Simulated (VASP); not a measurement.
# Mo2W3 in VASP: a series of runs

Mo2W3 is run at these levels: PBE; tasks: single point.

All numbers are computed with VASP 6.6.1; they aren't measurements. Logs are shortened: lines on timing, memory, paths and dates and some standing lists are left out, and cuts for length are marked.

### 1 The cell of the first run

Symmetry: Fmmm, No. 69, orthorhombic system. Conventional cell: a = 3.173 Å, b = 4.492 Å, c = 22.452 Å, α = 90.00°, β = 90.00°, γ = 90.00°. Mo (site symmetry mm2) has 10 Mo at 2.74 to 3.17 Å and 4 W at 2.75 to 3.17 Å within 3.6 Å. W (site symmetry mm2) has 4 Mo at 2.75 to 3.17 Å and 10 W at 2.75 to 3.18 Å within 3.6 Å. W (site symmetry mmm) has 14 W at 2.75 to 3.18 Å within 3.6 Å.

### 2 Single point, PBE

Input file INCAR:

```
SYSTEM = Mo2W3
  PREC = Accurate
  ENCUT = 520
  EDIFF = 1E-7
  ISMEAR = 0
  SIGMA = 0.2
  LREAL = .FALSE.
  LASPH = .TRUE.
  NELM = 60
  ALGO = Fast
  ISIF = 2
  LWAVE = .FALSE.
  LCHARG = .FALSE.
  GGA = PE
  NBANDS = 81
```

Input file KPOINTS:

```
regular mesh
0
G
  8 4 2
  0 0 0
```

Input file POSCAR:

```
Mo2W3
1.0
    1.5866758000     -2.2461117000      0.0000000000
    4.7600274000      2.2461117000      0.0000000000
    1.5866758000      0.0000000000     11.2261317000
Mo W
4 6
Direct
    0.3998510000      0.3998510000      0.4005960000
    0.8998510000      0.8998510000      0.4005960000
    0.1001490000      0.1001490000      0.5994040000
    0.6001490000      0.6001490000      0.5994040000
    0.3002580000      0.3002580000      0.7989680000
    0.8002580000      0.8002580000      0.7989680000
    0.0000000000      0.0000000000      0.0000000000
    0.5000000000      0.5000000000      0.0000000000
    0.1997420000      0.1997420000      0.2010320000
    0.6997420000      0.6997420000      0.2010320000
```

Potentials or basis: VASP PAW PBE potentials, release 64 (Mo_sv, W_sv).

Command:

```bash
cat potpaw_PBE.64/Mo_sv/POTCAR potpaw_PBE.64/W_sv/POTCAR > POTCAR
mpirun -np 1 vasp_std > vasp.out
```

OUTCAR:

```text
SYSTEM = Mo2W3
   PREC = Accurate
   ENCUT = 520
   EDIFF = 1E-7
   ISMEAR = 0
   LREAL = .FALSE.
   LASPH = .TRUE.
   NELM = 60
   ISIF = 2
   GGA = PE

 ion  position               nearest neighbor table
   1  0.400  0.400  0.401-   3 2.74   4 2.74   9 2.75  10 2.75   2 2.75   2 2.75   3 3.17   4 3.17
                             9 3.17  10 3.17   2 3.17   2 3.17
   2  0.900  0.900  0.401-   4 2.74   3 2.74  10 2.75   9 2.75   1 2.75   1 2.75   4 3.17   3 3.17
                            10 3.17   9 3.17   1 3.17   1 3.17
   3  0.100  0.100  0.599-   1 2.74   2 2.74   5 2.75   6 2.75   4 2.75   4 2.75   1 3.17   2 3.17
                             6 3.17   5 3.17   4 3.17   4 3.17
   4  0.600  0.600  0.599-   2 2.74   1 2.74   6 2.75   5 2.75   3 2.75   3 2.75   2 3.17   1 3.17
                             5 3.17   6 3.17   3 3.17   3 3.17
   5  0.300  0.300  0.799-   3 2.75   4 2.75   6 2.75   6 2.75   7 2.76   8 2.76   4 3.17   3 3.17
                             6 3.17   6 3.17   8 3.18   7 3.18
   6  0.800  0.800  0.799-   4 2.75   3 2.75   5 2.75   5 2.75   7 2.76   8 2.76   3 3.17   4 3.17
                             5 3.17   5 3.17   7 3.18   8 3.18
   7  0.000  0.000  0.000-   8 2.75   8 2.75   9 2.76  10 2.76   5 2.76   6 2.76   8 3.17   8 3.17
                             5 3.18   6 3.18   9 3.18  10 3.18
   8  0.500  0.500  0.000-   7 2.75   7 2.75   9 2.76  10 2.76   5 2.76   6 2.76   7 3.17   7 3.17
                             6 3.18   5 3.18  10 3.18   9 3.18
   9  0.200  0.200  0.201-   1 2.75   2 2.75  10 2.75  10 2.75   7 2.76   8 2.76   1 3.17   2 3.17
                            10 3.17  10 3.17   7 3.18   8 3.18
  10  0.700  0.700  0.201-   2 2.75   1 2.75   9 2.75   9 2.75   7 2.76   8 2.76   2 3.17   1 3.17
                             9 3.17   9 3.17   8 3.18   7 3.18

  LATTYP: Found a triclinic cell.
 ALAT       =     2.7500105206
 B/A-ratio  =     2.5173075829
 C/A-ratio  =     5.4144074444
 COS(alpha) =     0.0002892318
 COS(beta)  =     0.4921086214
 COS(gamma) =     0.6627790520

  Lattice vectors:

 A1 = (  -1.5866758000,   2.2461117000,   0.0000000000)
 A2 = (   1.5866758000,   6.7383351000,   0.0000000000)
 A3 = (  -9.5200548000,   2.2461117000, -11.2261317000)

Analysis of symmetry for initial positions (statically):
=====================================================================
 Subroutine PRICEL returns following result:

  LATTYP: Found a face centered orthorhombic cell.
 ALAT       =     3.1733516000
 B/A-ratio  =     1.4156084690
 C/A-ratio  =     7.0752523609

  Lattice vectors:

 A1 = (   0.0000000000,  -2.2461117000, -11.2261317000)
 A2 = (   1.5866758000,   0.0000000000, -11.2261317000)
 A3 = (   1.5866758000,  -2.2461117000,   0.0000000000)

   2 primitive cells build up your supercell.

 Routine SETGRP: Setting up the symmetry group for a
 triclinic supercell.

 Subroutine GETGRP returns: Found  2 space group operations
 (whereof  2 operations were pure point group operations)
 out of a pool of  2 trial point group operations.

The static configuration has the point symmetry S_2 .

Analysis of symmetry for dynamics (positions and initial velocities):
=====================================================================
 Subroutine PRICEL returns following result:

  LATTYP: Found a face centered orthorhombic cell.
 ALAT       =     3.1733516000
 B/A-ratio  =     1.4156084690
 C/A-ratio  =     7.0752523609

  Lattice vectors:

 A1 = (   0.0000000000,  -2.2461117000, -11.2261317000)
 A2 = (   1.5866758000,   0.0000000000, -11.2261317000)
 A3 = (   1.5866758000,  -2.2461117000,   0.0000000000)

   2 primitive cells build up your supercell.

 Routine SETGRP: Setting up the symmetry group for a
 triclinic supercell.

 Subroutine GETGRP returns: Found  2 space group operations
 (whereof  2 operations were pure point group operations)
 out of a pool of  2 trial point group operations.

The dynamic configuration has the point symmetry S_2 .

 Subroutine INISYM returns: Found  2 space group operations
 (whereof  2 operations are pure point group operations),
 and found     2 'primitive' translations

----------------------------------------------------------------------------------------

                                     Primitive cell

[... 26 lines left out ...]

 KPOINTS: regular mesh

Automatic generation of k-mesh.
 Grid dimensions read from file:
 generate k-points for:    8    4    2

 Generating k-lattice:

  Cartesian coordinates                     Fractional coordinates (reciprocal lattice)
     0.019695265 -0.041738797 -0.002783684     0.125000000  0.000000000  0.000000000
     0.039390530  0.027825865 -0.005567367     0.000000000  0.250000000  0.000000000
     0.000000000  0.000000000  0.044538939     0.000000000  0.000000000  0.500000000

  Length of vectors
     0.046236128  0.048547792  0.044538939

  Shift w.r.t. Gamma in fractional coordinates (k-lattice)
     0.000000000  0.000000000  0.000000000

 Subroutine IBZKPT returns following result:
 ===========================================

 Found     36 irreducible k-points:

 Following reciprocal coordinates:
            Coordinates               Weight
  0.000000  0.000000  0.000000      1.000000
  0.125000 -0.000000 -0.000000      2.000000
  0.250000 -0.000000 -0.000000      2.000000
  0.375000 -0.000000 -0.000000      2.000000
  0.500000 -0.000000 -0.000000      1.000000
 -0.000000  0.250000 -0.000000      2.000000
[... 16 lines left out ...]
  0.500000 -0.000000  0.500000      1.000000
 -0.000000  0.250000  0.500000      2.000000
 [... further k-points ...]
   k-points           NKPTS =     36   k-points in BZ     NKDIM =     36   number of bands    NBANDS=     81
   number of dos      NEDOS =    301   number of ions     NIONS =     10
   total plane-waves  NPLWV =  67200
   dimension x,y,z NGX =    20 NGY =   40 NGZ =   84
   dimension x,y,z NGXF=    40 NGYF=   80 NGZF=  168
   ions per type =               4   6
   NGX,Y,Z   is equivalent  to a cutoff of  12.09, 12.63, 12.32 a.u.
   NGXF,Y,Z  is equivalent  to a cutoff of  24.18, 25.27, 24.63 a.u.
 SYSTEM =  Mo2W3
   PREC   = accura    normal or accurate (medium, high low for compatibility)
   ISTART =      0    job   : 0-new  1-cont  2-samecut
   ICHARG =      2    charge: 1-file 2-atom 10-const
   ISPIN  =      1    spin polarized calculation?
   LNONCOLLINEAR =      F non collinear calculations
   LSORBIT =      F    spin-orbit coupling
   LASPH  =      T    aspherical Exc in radial PAW
   ENCUT  =  520.0 eV  38.22 Ry    6.18 a.u.   5.11  9.79 21.08*2*pi/ulx,y,z
   NELM   =     60;   NELMIN=  2; NELMDL= -5     # of ELM steps
   EDIFF  = 0.1E-06   stopping-criterion for ELM
   LREAL  =      F    real-space projection
   EDIFFG = 0.1E-05   stopping-criterion for IOM
   NSW    =      0    number of steps for IOM
   IBRION =     -1    ionic relax: 0-MD 1-quasi-New 2-CG
   NFREE  =      0    steps in history (QN), initial steepest desc. (CG)
   ISIF   =      2    stress and relaxation
   ISYM   =      2    0-nonsym 1-usesym 2-fastsym
   POTIM  = 0.5000    time-step for ionic-motion
   TEBEG  =    0.0;   TEEND  =   0.0 temperature during run
   PSTRESS=    0.0 pullay stress
   NELECT =     140.0000    total number of electrons
   NUPDOWN=      -1.0000    fix difference up-down
   EMIN   =  10.00;   EMAX   =-10.00  energy-range for DOS
   EFERMI =   0.00;   METHOD = LEGACY
   ISMEAR =     0;   SIGMA  =   0.20  broadening in eV -4-tet -1-fermi 0-gaus
   EFERMI_NEDOS =   21; number of points for ismear=-14 and -15
   IALGO  =     68    algorithm
   IMIX   =      4    mixing-type and parameters
     AMIX     =   0.40;   BMIX     =  1.00
     AMIX_MAG =   1.60;   BMIX_MAG =  1.00
  volume/ion in A,a.u.               =      16.00       108.00
  Fermi-wavevector in a.u.,A,eV,Ry     =   1.565721  2.958783 33.354427  2.451481
  Thomas-Fermi vector in A             =   2.668155
   LORBIT       =      0    0 simple, 1 ext, 2 COOP (PROOUT), +10 PAW based schemes
   GGA     = PE    functional components
   LHFCALC =     F    Hartree Fock is set to
   AEXX    =    0.0000 exact exchange contribution
   IVDW    =     0    specifies the selected vdW correction
   LEPSILON=     F    determine dielectric tensor
   LRPA    =     F    only Hartree local field effects (RPA)
 non-spin polarized calculation
 RMM-DIIS sequential band-by-band and
 Gauss-broadening in eV      SIGMA  =   0.20
  energy-cutoff  :      520.00
  volume of cell :      160.03
 maximum number of plane-waves:      4346
   NGX = 11   NGY = 19   NGZ = 43

 number of electron     140.0000002 magnetization

 Free energy of the ion-electron system (eV)
  ---------------------------------------------------
  ext. energy  EPLUGINS =         0.00000000
  ---------------------------------------------------
  free energy    TOTEN  =      -121.47099576 eV

  energy without entropy =     -121.36975094  energy(sigma->0) =     -121.42037335

 E-fermi :  11.6163     XC(G=0): -13.4586

 val. band max:       11.5948625552   @ k =   0.2500  -0.0000  -0.0000
 cond. band min:      11.6256896411   @ k =  -0.1250   0.2500   0.5000
 fundamental gap:      0.0308270858
 Fermi energy:        11.6163390667

 k-point     1 :       0.0000    0.0000    0.0000
  band No.  band energies     occupation
      1     -62.5137      2.00000
      2     -62.4731      2.00000
      3     -62.4263      2.00000
      4     -62.4087      2.00000
      5     -62.4086      2.00000
      6     -62.4027      2.00000
[... 2005 lines left out ...]
     80      13.5672      0.00000
     81      13.6373      0.00000

 [... further k-points ...]

------------------------ aborting loop because EDIFF is reached ----------------------------------------

  FORCE on cell =-STRESS in cart. coord.  units (eV):
  Direction    XX          YY          ZZ          XY          YZ          ZX
  --------------------------------------------------------------------------------------
  -------------------------------------------------------------------------------------
  Total        1.1068649      1.5000479      0.0426954     -0.5138324      0.1354317      0.0320950
  in kB       11.0814229     15.0177908      0.4274469     -5.1442539      1.3558803      0.3213199
  external PRESSURE =       8.8422202 kB  Pullay stress =       0.0000000 kB

 VOLUME and BASIS-vectors are now :
 -----------------------------------------------------------------------------
  energy-cutoff  :      520.00
  volume of cell :      160.03
      direct lattice vectors                 reciprocal lattice vectors
     1.586675800 -2.246111700  0.000000000     0.157562118 -0.333910375 -0.022269470
     4.760027400  2.246111700  0.000000000     0.157562118  0.111303458 -0.022269470
     1.586675800  0.000000000 11.226131700     0.000000000  0.000000000  0.089077879

 POSITION                                       TOTAL-FORCE (eV/Angst)
 -----------------------------------------------------------------------------------
      3.17335      0.00000      4.49714         0.000118      0.000152      0.011909
      6.34670      0.00000      4.49714         0.000118      0.000152      0.011909
      1.58668      0.00000      6.72899        -0.000118     -0.000152     -0.011909
      4.76003      0.00000      6.72899        -0.000118     -0.000152     -0.011909
      3.17335      0.00000      8.96932        -0.000587     -0.000145      0.000537
      6.34670      0.00000      8.96932        -0.000587     -0.000145      0.000537
      0.00000      0.00000      0.00000         0.000000     -0.000000     -0.000000
      3.17335      0.00000      0.00000        -0.000000     -0.000000     -0.000000
      1.58668      0.00000      2.25681         0.000587      0.000145     -0.000537
      4.76003      0.00000      2.25681         0.000587      0.000145     -0.000537
 -----------------------------------------------------------------------------------
    total drift:                               -0.000000     -0.000000      0.000000

  FREE ENERGIE OF THE ION-ELECTRON SYSTEM (eV)
  ---------------------------------------------------
  free  energy   TOTEN  =      -121.4709957617 eV

  energy  without entropy=     -121.3697509352  energy(sigma->0) =     -121.42037335
```

Run time: 7.4 min. Hardware: 1 thread of Intel Xeon 6975P-C (Granite Rapids), shared host; peak memory 0.46 GiB.

Results:

- Free energy: -121.4710 eV
- Pressure: 0.9 GPa
- Largest force: 0.012 eV/Å
- Band gap on the k mesh: zero (bands 70 and 71 overlap by 1.84 eV)

Forces on the atoms (eV/Å):
```
Mo   0.000  0.000  0.012
Mo   0.000  0.000  0.012
Mo   0.000  0.000 -0.012
Mo   0.000  0.000 -0.012
W   -0.001  0.000  0.001
W   -0.001  0.000  0.001
W    0.000  0.000  0.000
W    0.000  0.000  0.000
W    0.001  0.000 -0.001
W    0.001  0.000 -0.001
```

Caveat: spin-orbit coupling is left out, which moves the levels of the heavy elements.

(Part 1 of 2 ends here.)

The gap in the log of VASP goes by the Fermi energy; the results here count the filled bands.